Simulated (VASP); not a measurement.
# Sc (I4/mmm) in VASP: single point with PBE

Aim: the single point of Sc with PBE.

Program: VASP 6.6.1. These are calculated values, not measurements. Logs are shortened: lines on timing, memory, paths and dates and some standing lists are left out, and cuts for length are marked.

## 1. The cell of the first run

Symmetry: I4/mmm, No. 139, tetragonal system. Conventional cell: a = 3.412 Å, b = 3.412 Å, c = 5.335 Å, α = 90.00°, β = 90.00°, γ = 90.00°. Within 4.5 Å of Sc (site symmetry 4/mmm) lie 12 Sc at 3.41 to 3.60 Å.

## 2. Single point, PBE (Ga replaced by Sc, lengths x 1.236, strained)

INCAR reads:

```
SYSTEM = Sc
PREC = Accurate
ENCUT = 520
EDIFF = 1E-7
ISMEAR = 0
SIGMA = 0.1
LREAL = .False.
LASPH = .True.
NELM = 80
ALGO = Fast
ISIF = 2
LWAVE = .False.
LCHARG = .True.
GGA = PE
LELF = .True.
LVHAR = .True.
NBANDS = 12
```

KPOINTS reads:

```
Automatic mesh
0
Gamma
  18 18 18
  0 0 0
```

POSCAR reads:

```
Sc
1.0
   -1.7062460310      1.7062460310      2.6675200129
    1.7062460310     -1.7062460310      2.6675200129
    1.7062460310      1.7062460310     -2.6675200129
Sc
1
Direct
    0.0000000000      0.0000000000      0.0000000000
```

Potentials or basis: VASP PAW PBE potentials, release 64 (Sc_sv).

Command:

```sh
$ cat potpaw_PBE.64/Sc_sv/POTCAR > POTCAR
$ mpirun -np 1 vasp_std > vasp.out
```

OUTCAR:

```text
SYSTEM = Sc
   PREC = Accurate
   ENCUT = 520
   EDIFF = 1E-7
   ISMEAR = 0
   LREAL = .False.
   LASPH = .True.
   NELM = 80
   ISIF = 2
   GGA = PE

 ion  position               nearest neighbor table
   1  0.000  0.000  0.000-

  LATTYP: Found a body centered tetragonal cell.
 ALAT       =     3.4124920620
 C/A-ratio  =     1.5633853292

  Lattice vectors:

 A1 = (  -1.7062460310,   1.7062460310,   2.6675200129)
 A2 = (   1.7062460310,  -1.7062460310,   2.6675200129)
 A3 = (   1.7062460310,   1.7062460310,  -2.6675200129)

Analysis of symmetry for initial positions (statically):
=====================================================================
 Subroutine PRICEL returns:
 Original cell was already a primitive cell.

 Routine SETGRP: Setting up the symmetry group for a
 body centered tetragonal supercell.

 Subroutine GETGRP returns: Found 16 space group operations
 (whereof 16 operations were pure point group operations)
 out of a pool of 16 trial point group operations.

The static configuration has the point symmetry D_4h.

Analysis of symmetry for dynamics (positions and initial velocities):
=====================================================================
 Subroutine PRICEL returns:
 Original cell was already a primitive cell.

 Routine SETGRP: Setting up the symmetry group for a
 body centered tetragonal supercell.

 Subroutine GETGRP returns: Found 16 space group operations
 (whereof 16 operations were pure point group operations)
 out of a pool of 16 trial point group operations.

The dynamic configuration has the point symmetry D_4h.

 Subroutine INISYM returns: Found 16 space group operations
 (whereof 16 operations are pure point group operations),
 and found     1 'primitive' translations

----------------------------------------------------------------------------------------

                                     Primitive cell

  volume of cell :      31.0635

  direct lattice vectors                    reciprocal lattice vectors
    -1.706246031  1.706246031  2.667520013     0.000000000  0.293040975  0.187440018
     1.706246031 -1.706246031  2.667520013     0.293040975  0.000000000  0.187440018
     1.706246031  1.706246031 -2.667520013     0.293040975  0.293040975  0.000000000

  length of vectors
     3.596972902  3.596972902  3.596972902     0.347860278  0.347860278  0.414422521

  position of ions in fractional coordinates (direct lattice)
     0.000000000  0.000000000  0.000000000

  ion indices of the primitive-cell ions
   primitive index   ion index
[... 82 lines left out ...]
   TEBEG  =    0.0;   TEEND  =   0.0 temperature during run
   PSTRESS=    0.0 pullay stress
   NELECT =      11.0000    total number of electrons
   NUPDOWN=      -1.0000    fix difference up-down
   EMIN   =  10.00;   EMAX   =-10.00  energy-range for DOS
   EFERMI =   0.00;   METHOD = LEGACY
   ISMEAR =     0;   SIGMA  =   0.10  broadening in eV -4-tet -1-fermi 0-gaus
   EFERMI_NEDOS =   21; number of points for ismear=-14 and -15
   IALGO  =     68    algorithm
   IMIX   =      4    mixing-type and parameters
     AMIX     =   0.40;   BMIX     =  1.00
     AMIX_MAG =   1.60;   BMIX_MAG =  1.00
  volume/ion in A,a.u.               =      31.06       209.63
  Fermi-wavevector in a.u.,A,eV,Ry     =   1.158214  2.188707 18.251660  1.341459
  Thomas-Fermi vector in A             =   2.294818
   LORBIT       =      0    0 simple, 1 ext, 2 COOP (PROOUT), +10 PAW based schemes
   GGA     = PE    functional components
   LHFCALC =     F    Hartree Fock is set to
   AEXX    =    0.0000 exact exchange contribution
   IVDW    =     0    specifies the selected vdW correction
   LEPSILON=     F    determine dielectric tensor
   LRPA    =     F    only Hartree local field effects (RPA)
 non-spin polarized calculation
 RMM-DIIS sequential band-by-band and
 Gauss-broadening in eV      SIGMA  =   0.10
  energy-cutoff  :      520.00
  volume of cell :       31.06
 maximum number of plane-waves:       850
   NGX = 13   NGY = 13   NGZ = 13

 number of electron      11.0000002 magnetization

 Free energy of the ion-electron system (eV)
  ---------------------------------------------------
  ext. energy  EPLUGINS =         0.00000000
  ---------------------------------------------------
  free energy    TOTEN  =        -5.99987030 eV

  energy without entropy =       -5.98644887  energy(sigma->0) =       -5.99315959

 E-fermi :   2.4770     XC(G=0):  -8.9952

 val. band max:        2.4736695115   @ k =   0.3333   0.2778   0.1667
 cond. band min:       2.4771031001   @ k =  -0.2778  -0.3889   0.2778
 fundamental gap:      0.0034335885
 Fermi energy:         2.4770375395

 k-point     1 :       0.0000    0.0000    0.0000
  band No.  band energies     occupation
      1     -47.5988      2.00000
      2     -26.0981      2.00000
      3     -26.0981      2.00000
      4     -26.0907      2.00000
      5      -2.2064      2.00000
      6       3.3944      0.00000
      7       3.9173      0.00000
      8       3.9173      0.00000
      9       4.3952      0.00000
     10       4.9642      0.00000
     11      13.9037      0.00000
     12      15.6965      0.00000
[... 331 lines left out ...]
 k-point    24 :      -0.2222    0.0556   -0.0000
  band No.  band energies     occupation
      1     -47.5904      2.00000
      2     -26.1651      2.00000
      3     -26.1071      2.00000
      4     -26.1025      2.00000
      5      -1.2999      2.00000
      6       3.2571      0.00000
      7       3.6893      0.00000
      8       4.1025      0.00000
      9       4.5303      0.00000
     10       4.7803      0.00000
     11      11.9126      0.00000
     12      14.1137      0.00000

 [... further k-points ...]

------------------------ aborting loop because EDIFF is reached ----------------------------------------

  FORCE on cell =-STRESS in cart. coord.  units (eV):
  Direction    XX          YY          ZZ          XY          YZ          ZX
  --------------------------------------------------------------------------------------
  -------------------------------------------------------------------------------------
  Total       -1.3968877     -1.3968877     -1.9372958      0.0000000      0.0000000      0.0000000
  in kB      -72.0478587    -72.0478587    -99.9207154      0.0000000      0.0000000      0.0000000
  external PRESSURE =     -81.3388109 kB  Pullay stress =       0.0000000 kB

 VOLUME and BASIS-vectors are now :
 -----------------------------------------------------------------------------
  energy-cutoff  :      520.00
  volume of cell :       31.06
      direct lattice vectors                 reciprocal lattice vectors
    -1.706246031  1.706246031  2.667520013     0.000000000  0.293040975  0.187440018
     1.706246031 -1.706246031  2.667520013     0.293040975  0.000000000  0.187440018
     1.706246031  1.706246031 -2.667520013     0.293040975  0.293040975  0.000000000

 POSITION                                       TOTAL-FORCE (eV/Angst)
 -----------------------------------------------------------------------------------
      0.00000      0.00000      0.00000         0.000000     -0.000000      0.000000
 -----------------------------------------------------------------------------------
    total drift:                               -0.000000     -0.000000     -0.000000

  FREE ENERGIE OF THE ION-ELECTRON SYSTEM (eV)
  ---------------------------------------------------
  free  energy   TOTEN  =        -5.9998702987 eV

  energy  without entropy=       -5.9864488749  energy(sigma->0) =       -5.99315959
```

OSZICAR:

```text
N       E                     dE             d eps       ncg     rms          rms(c)
DAV:   1     0.752860368597E+02    0.75286E+02   -0.49951E+03 11520   0.854E+02
DAV:   2    -0.531547571321E+01   -0.80602E+02   -0.79209E+02 11524   0.283E+02
DAV:   3    -0.689670057841E+01   -0.15812E+01   -0.15447E+01 16128   0.503E+01
DAV:   4    -0.692495383073E+01   -0.28253E-01   -0.28193E-01 14308   0.536E+00
DAV:   5    -0.692547203402E+01   -0.51820E-03   -0.51818E-03 15228   0.685E-01    0.476E+00
RMM:   6    -0.606533387674E+01    0.86014E+00   -0.94202E-01 11985   0.120E+01    0.157E+00
RMM:   7    -0.601183320486E+01    0.53501E-01   -0.99531E-01 15047   0.738E+00    0.101E+00
RMM:   8    -0.600817121019E+01    0.36620E-02   -0.11104E-01 12236   0.456E+00    0.576E-01
RMM:   9    -0.599963101251E+01    0.85402E-02   -0.33560E-02 13661   0.174E+00    0.979E-02
RMM:  10    -0.599980584896E+01   -0.17484E-03   -0.59964E-03 16423   0.620E-01    0.517E-02
RMM:  11    -0.599986530354E+01   -0.59455E-04   -0.86299E-04 16888   0.233E-01    0.301E-02
RMM:  12    -0.599986973620E+01   -0.44327E-05   -0.48509E-05 16203   0.732E-02    0.858E-03
RMM:  13    -0.599987047076E+01   -0.73456E-06   -0.13024E-05 14937   0.364E-02    0.635E-03
RMM:  14    -0.599987032990E+01    0.14085E-06   -0.22826E-06 14691   0.211E-02    0.844E-04
RMM:  15    -0.599987029868E+01    0.31217E-07   -0.67169E-07 14046   0.100E-02
   1 F= -.59998703E+01 E0= -.59931596E+01  d E =-.134214E-01
```

stdout:

```text
POSCAR found type information on POSCAR Sc
 POSCAR found :  1 types and       1 ions
 scaLAPACK will be used
 LDA part: xc-table for (Slater+PW92), standard interpolation
 POSCAR, INCAR and KPOINTS ok, starting setup
 FFT: planning ... GRIDC
 FFT: planning ... GRID_SOFT
 FFT: planning ... GRID
 WAVECAR not read
 entering main loop
```

Run time: 3.1 min. Hardware: 1 thread of Intel Xeon Platinum 8488C (Sapphire Rapids), shared host; peak memory 0.29 GiB.

What came out:

| Item | Value |
| --- | --- |
| Free energy | -5.9999 eV |
| Pressure | -8.1 GPa |

Caveat: the cell differs from its parent crystal (Ga replaced by Sc, lengths x 1.236, strained).
